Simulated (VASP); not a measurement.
A run of VASP 6.6.1 is set up as follows.

Contents of INCAR:

```
SYSTEM = CsPbCl3
PREC     = Accurate       ! precision mode
ENCUT    = 520            ! plane-wave cutoff, eV
EDIFF    = 1E-6           ! SCF threshold, eV
ISMEAR   = -1             ! smearing method
SIGMA    = 0.05           ! smearing width, eV
LREAL    = .False.        ! projectors in reciprocal space
LASPH    = .True.         ! aspherical terms in the spheres
NELM     = 100            ! most SCF steps
ALGO     = Normal         ! electronic algorithm
ISIF     = 2              ! what is computed and relaxed
LWAVE    = .False.        ! write WAVECAR
LCHARG   = .True.         ! write CHGCAR
GGA      = PE             ! functional
LELF     = .True.         ! ELF
LVHAR    = .True.       
NBANDS   = 30             ! bands
```

The input KPOINTS:

```
Automatic mesh
0
Gamma
  5 5 5
  0 0 0
```

File POSCAR:

```
CsPbCl3
1.0
    5.6050000000      0.0000000000      0.0000000000
    0.0000000000      5.6050000000      0.0000000000
    0.0000000000      0.0000000000      5.6050000000
Pb Cs Cl
1 1 3
Direct
    0.4937920000      0.4986730000      0.5000720000
   -0.0069170000      0.0008100000      0.0009270000
    0.4971890000      0.0032210000      0.5056030000
   -0.0031200000      0.5006000000      0.5007600000
    0.5014110000      0.5033340000      0.0026590000
```

Potentials or basis: VASP PAW PBE potentials, release 64 (Pb_d, Cs_sv, Cl).

Command:

```bash
$ cat potpaw_PBE.64/Pb_d/POTCAR potpaw_PBE.64/Cs_sv/POTCAR potpaw_PBE.64/Cl/POTCAR > POTCAR
$ mpirun -np 1 vasp_std > vasp.out
```

Estimate the largest force.

0.096 eV/Å.

Predict the pressure.

1.7 GPa.

Forces on the atoms (eV/Å):
```
Pb   0.049  0.071  0.041
Cs  -0.001 -0.003 -0.002
Cl  -0.003 -0.067 -0.003
Cl  -0.041  0.000 -0.001
Cl  -0.005 -0.001 -0.036
```

Caveat: the cell differs from its parent crystal (atoms moved at random).
